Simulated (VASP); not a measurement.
# NiO (Fm-3m) in VASP: a series of runs, part 2 of 2

VASP 6.6.1. The steps go on from the part before.

### 4 Single point, PBE, collinear spin, ferromagnetic start

The input, INCAR:

```
ALGO = Normal ; EDIFF = 1E-6
ENCUT = 600 ; GGA = PE
GGA_COMPAT = F ; ISIF = 2
ISMEAR = -1 ; ISPIN = 2
LASPH = T ; LCHARG = F
LMAXMIX = 4 ; LORBIT = 11
LREAL = F ; LWAVE = F
MAGMOM = 1.59 0.33 ; NBANDS = 19
NELM = 200 ; NUPDOWN = 1.8
PREC = Accurate ; SIGMA = 0.1
```

The input, KPOINTS:

```
k-points
0
Gamma
  12 12 12
```

The input, POSCAR:

```
NiO
1.0
    2.9499100000      0.0000000000      0.0000000000
    1.4749550000      2.5546969989      0.0000000000
    1.4749550000      0.8515656663      2.4085914290
Ni O
1 1
Direct
    0.0000000000      0.0000000000      0.0000000000
    0.5000000000      0.5000000000      0.5000000000
```

Potentials or basis: VASP PAW PBE potentials, release 64 (Ni, O).

Started as:

```sh
$ cat potpaw_PBE.64/Ni/POTCAR potpaw_PBE.64/O/POTCAR > POTCAR
$ mpirun -np 1 vasp_std > vasp.out
```

OUTCAR:

```text
EDIFF = 1E-6
   ENCUT = 600
   GGA = PE
   ISIF = 2
   ISMEAR = -1
   ISPIN = 2
   LASPH = T
   LORBIT = 11
   LREAL = F
   NELM = 200
   NUPDOWN = 1.8
   PREC = Accurate

 ion  position               nearest neighbor table
   1  0.000  0.000  0.000-   2 2.09   2 2.09   2 2.09   2 2.09   2 2.09   2 2.09
   2  0.500  0.500  0.500-   1 2.09   1 2.09   1 2.09   1 2.09   1 2.09   1 2.09

  LATTYP: Found a face centered cubic cell.
 ALAT       =     4.1718027298

  Lattice vectors:

 A1 = (   2.9499100000,   0.0000000000,   0.0000000000)
 A2 = (   1.4749550000,   2.5546969989,   0.0000000000)
 A3 = (   1.4749550000,   0.8515656663,   2.4085914290)

Analysis of symmetry for initial positions (statically):
=====================================================================
 Subroutine PRICEL returns:
 Original cell was already a primitive cell.

 Routine SETGRP: Setting up the symmetry group for a
 face centered cubic supercell.

 Subroutine GETGRP returns: Found 48 space group operations
 (whereof 48 operations were pure point group operations)
 out of a pool of 48 trial point group operations.

The static configuration has the point symmetry O_h .

Analysis of symmetry for dynamics (positions and initial velocities):
=====================================================================
 Subroutine PRICEL returns:
 Original cell was already a primitive cell.

 Routine SETGRP: Setting up the symmetry group for a
 face centered cubic supercell.

 Subroutine GETGRP returns: Found 48 space group operations
 (whereof 48 operations were pure point group operations)
 out of a pool of 48 trial point group operations.

The dynamic configuration has the point symmetry O_h .

Analysis of structural, dynamic, and magnetic symmetry:
=====================================================================
 Subroutine PRICEL returns:
 Original cell was already a primitive cell.

 Routine SETGRP: Setting up the symmetry group for a
 face centered cubic supercell.

 Subroutine GETGRP returns: Found 48 space group operations
 (whereof 48 operations were pure point group operations)
 out of a pool of 48 trial point group operations.

The overall configuration has the point symmetry O_h .

 Subroutine INISYM returns: Found 48 space group operations
 (whereof 48 operations are pure point group operations),
 and found     1 'primitive' translations

----------------------------------------------------------------------------------------

                                     Primitive cell

  volume of cell :      18.1514

  direct lattice vectors                    reciprocal lattice vectors
     2.949910000  0.000000000  0.000000000     0.338993393 -0.195717927 -0.138393473
     1.474955000  2.554696999  0.000000000     0.000000000  0.391435853 -0.138393473
     1.474955000  0.851565666  2.408591429     0.000000000  0.000000000  0.415180420

  length of vectors
     2.949910000  2.949910000  2.949910000     0.415180420  0.415180420  0.415180420

  position of ions in fractional coordinates (direct lattice)
     0.000000000  0.000000000  0.000000000
     0.500000000  0.500000000  0.500000000

[... 59 lines left out ...]
   number of dos      NEDOS =    301   number of ions     NIONS =      2
   total plane-waves  NPLWV =  13824
   dimension x,y,z NGX =    24 NGY =   24 NGZ =   24
   dimension x,y,z NGXF=    48 NGYF=   48 NGZF=   48
   ions per type =               1   1
   NGX,Y,Z   is equivalent  to a cutoff of  13.53, 13.53, 13.53 a.u.
   NGXF,Y,Z  is equivalent  to a cutoff of  27.05, 27.05, 27.05 a.u.
 SYSTEM =  unknown system
   PREC   = accura    normal or accurate (medium, high low for compatibility)
   ISTART =      0    job   : 0-new  1-cont  2-samecut
   ICHARG =      2    charge: 1-file 2-atom 10-const
   ISPIN  =      2    spin polarized calculation?
   LNONCOLLINEAR =      F non collinear calculations
   LSORBIT =      F    spin-orbit coupling
   LASPH  =      T    aspherical Exc in radial PAW
   ENCUT  =  600.0 eV  44.10 Ry    6.64 a.u.   5.89  5.89  5.89*2*pi/ulx,y,z
   NELM   =    200;   NELMIN=  2; NELMDL= -5     # of ELM steps
   EDIFF  = 0.1E-05   stopping-criterion for ELM
   LREAL  =      F    real-space projection
   EDIFFG = 0.1E-04   stopping-criterion for IOM
   NSW    =      0    number of steps for IOM
   IBRION =     -1    ionic relax: 0-MD 1-quasi-New 2-CG
   NFREE  =      0    steps in history (QN), initial steepest desc. (CG)
   ISIF   =      2    stress and relaxation
   ISYM   =      2    0-nonsym 1-usesym 2-fastsym
   POTIM  = 0.5000    time-step for ionic-motion
   TEBEG  =    0.0;   TEEND  =   0.0 temperature during run
   PSTRESS=    0.0 pullay stress
   NELECT =      16.0000    total number of electrons
   NUPDOWN=       1.8000    fix difference up-down
   EMIN   =  10.00;   EMAX   =-10.00  energy-range for DOS
   EFERMI =   0.00;   METHOD = LEGACY
   ISMEAR =    -1;   SIGMA  =   0.10  broadening in eV -4-tet -1-fermi 0-gaus
   EFERMI_NEDOS =   21; number of points for ismear=-14 and -15
   IALGO  =     38    algorithm
   IMIX   =      4    mixing-type and parameters
     AMIX     =   0.40;   BMIX     =  1.00
     AMIX_MAG =   1.60;   BMIX_MAG =  1.00
  volume/ion in A,a.u.               =       9.08        61.25
  Fermi-wavevector in a.u.,A,eV,Ry     =   1.569680  2.966265 33.523321  2.463895
  Thomas-Fermi vector in A             =   2.671526
   LORBIT       =     11    0 simple, 1 ext, 2 COOP (PROOUT), +10 PAW based schemes
   GGA     = PE    functional components
   LHFCALC =     F    Hartree Fock is set to
   AEXX    =    0.0000 exact exchange contribution
   IVDW    =     0    specifies the selected vdW correction
   LEPSILON=     F    determine dielectric tensor
   LRPA    =     F    only Hartree local field effects (RPA)
 spin polarized calculation
  energy-cutoff  :      600.00
  volume of cell :       18.15
 maximum number of plane-waves:       620
   NGX = 11   NGY = 11   NGZ = 11

 number of electron      16.0000001 magnetization       1.7999884

 Free energy of the ion-electron system (eV)
  ---------------------------------------------------
  ext. energy  EPLUGINS =         0.00000000
  ---------------------------------------------------
  free energy    TOTEN  =       -11.48526726 eV

  energy without entropy =      -11.45326352  energy(sigma->0) =      -11.46926539

 E-fermi :   7.8552     XC(G=0): -12.6990

 val. band max:        8.0147974498   @ k =  -0.2500   0.1667   0.0000
 cond. band min:       7.8561810248   @ k =   0.0833   0.0833  -0.0000
 fundamental gap:     -0.1586164250
 Fermi energy:         8.0256665160

 spin component 1

 k-point     1 :       0.0000    0.0000    0.0000
  band No.  band energies     occupation
      1     -12.4422      1.00000
      2       4.7548      1.00000
      3       4.7548      1.00000
      4       4.9516      1.00000
      5       4.9516      1.00000
      6       4.9516      1.00000
[... 517 lines left out ...]
     18      38.4019      0.00000
     19      38.6464      0.00000

 [... further k-points ...]

 spin component 2

 k-point     1 :       0.0000    0.0000    0.0000
  band No.  band energies     occupation
      1     -11.9814      1.00000
      2       5.4872      1.00000
      3       5.4872      1.00000
      4       5.4872      1.00000
      5       6.0816      1.00000
      6       6.0819      1.00000
[... 517 lines left out ...]
     18      38.7981      0.00000
     19      39.0915      0.00000

 [... further k-points ...]
[... 5 lines left out ...]
  --------------------------------------------------------------------------------------
  -------------------------------------------------------------------------------------
  Total        0.7101086      0.7101086      0.7101086      0.0000000     -0.0000000     -0.0000000
  in kB       62.6792910     62.6792910     62.6792909      0.0000000     -0.0000000     -0.0000000
  external PRESSURE =      62.6792910 kB  Pullay stress =       0.0000000 kB

 VOLUME and BASIS-vectors are now :
 -----------------------------------------------------------------------------
  energy-cutoff  :      600.00
  volume of cell :       18.15
      direct lattice vectors                 reciprocal lattice vectors
     2.949910000  0.000000000  0.000000000     0.338993393 -0.195717927 -0.138393473
     1.474955000  2.554696999  0.000000000     0.000000000  0.391435853 -0.138393473
     1.474955000  0.851565666  2.408591429     0.000000000  0.000000000  0.415180420

 POSITION                                       TOTAL-FORCE (eV/Angst)
 -----------------------------------------------------------------------------------
      0.00000      0.00000      0.00000        -0.000000     -0.000000      0.000000
      2.94991      1.70313      1.20430         0.000000      0.000000      0.000000
 -----------------------------------------------------------------------------------
    total drift:                               -0.000000      0.000000     -0.000000

  FREE ENERGIE OF THE ION-ELECTRON SYSTEM (eV)
  ---------------------------------------------------
  free  energy   TOTEN  =       -11.4852672632 eV

  energy  without entropy=      -11.4532635203  energy(sigma->0) =      -11.46926539

 total charge

# of ion       s       p       d       tot
------------------------------------------
    1        0.334   0.408   8.244   8.986
    2        1.552   3.431   0.000   4.984
--------------------------------------------------
tot          1.886   3.840   8.244  13.970

 magnetization (x)

# of ion       s       p       d       tot
------------------------------------------
    1        0.011   0.015   1.446   1.472
    2        0.029   0.254   0.000   0.283
--------------------------------------------------
tot          0.040   0.269   1.446   1.755
```

OSZICAR:

```text
N       E                     dE             d eps       ncg     rms          rms(c)
DAV:   1     0.935035492390E+02    0.93504E+02   -0.77353E+03  5840   0.117E+03
DAV:   2    -0.773994240782E+01   -0.10124E+03   -0.89524E+02  5648   0.258E+02
DAV:   3    -0.137194216499E+02   -0.59795E+01   -0.57306E+01  6329   0.615E+01
DAV:   4    -0.137773242638E+02   -0.57903E-01   -0.57832E-01  6071   0.585E+00
DAV:   5    -0.137781688278E+02   -0.84456E-03   -0.84449E-03  6221   0.706E-01    0.148E+01
DAV:   6    -0.124617767144E+02    0.13164E+01   -0.11625E+01  7233   0.598E+01    0.178E+01
DAV:   7    -0.114929919910E+02    0.96878E+00   -0.39574E+00  6875   0.430E+01    0.736E+00
DAV:   8    -0.115023331769E+02   -0.93412E-02   -0.16932E-01  6516   0.529E+00    0.425E+00
DAV:   9    -0.114834948507E+02    0.18838E-01   -0.37559E-02  8347   0.425E+00    0.842E-01
DAV:  10    -0.114855384039E+02   -0.20436E-02   -0.10318E-02  7414   0.204E+00    0.224E-01
DAV:  11    -0.114852189268E+02    0.31948E-03   -0.30120E-03  7543   0.824E-01    0.718E-02
DAV:  12    -0.114852510741E+02   -0.32147E-04   -0.23942E-04  5901   0.145E-01    0.379E-02
DAV:  13    -0.114852657436E+02   -0.14669E-04   -0.34263E-05  6732   0.750E-02    0.168E-02
DAV:  14    -0.114852672140E+02   -0.14704E-05   -0.57738E-06  6813   0.380E-02    0.504E-03
DAV:  15    -0.114852672632E+02   -0.49221E-07   -0.70967E-07  3523   0.902E-03
   1 F= -.11485267E+02 E0= -.11469265E+02  d E =-.320037E-01  mag=     1.8000
```

Wall time 70 s (1 thread of Intel Xeon 8259CL, shared host); peak memory 0.18 GiB.

Results:

| Quantity | Value |
| --- | --- |
| Free energy | -11.4853 eV |
| Pressure | 6.3 GPa |
| Net moment | 1.80 μB per cell |
| Site moments | Ni +1.47; O +0.28 μB |
| Valence electrons inside the program's atomic spheres | Ni 8.99; O 4.98 |

Caveat: the total moment is fixed, so each spin has its own Fermi level; a cell with one magnetic atom can't hold antiferromagnetic order, which such compounds often take.

### 5 Overview

```tsv
fixed moment (μB)	pressure (GPa)	moment (μB)
1.2	1.6	1.20
1.5	3.5	1.50
1.8	6.3	1.80
```

Alike in all rows: task single point; level PBE; potentials or basis VASP PAW PBE potentials, release 64 (Ni, O); spin collinear, ferromagnetic start; cell as given; k mesh 12 × 12 × 12; cutoff (eV) 600; smearing fermi-dirac 0.1 eV.

Caveats: the total moment is fixed, so each spin has its own Fermi level; a cell with one magnetic atom can't hold antiferromagnetic order, which such compounds often take.

Total energies depend on the potentials used, so only differences within one code and one set of settings carry meaning.
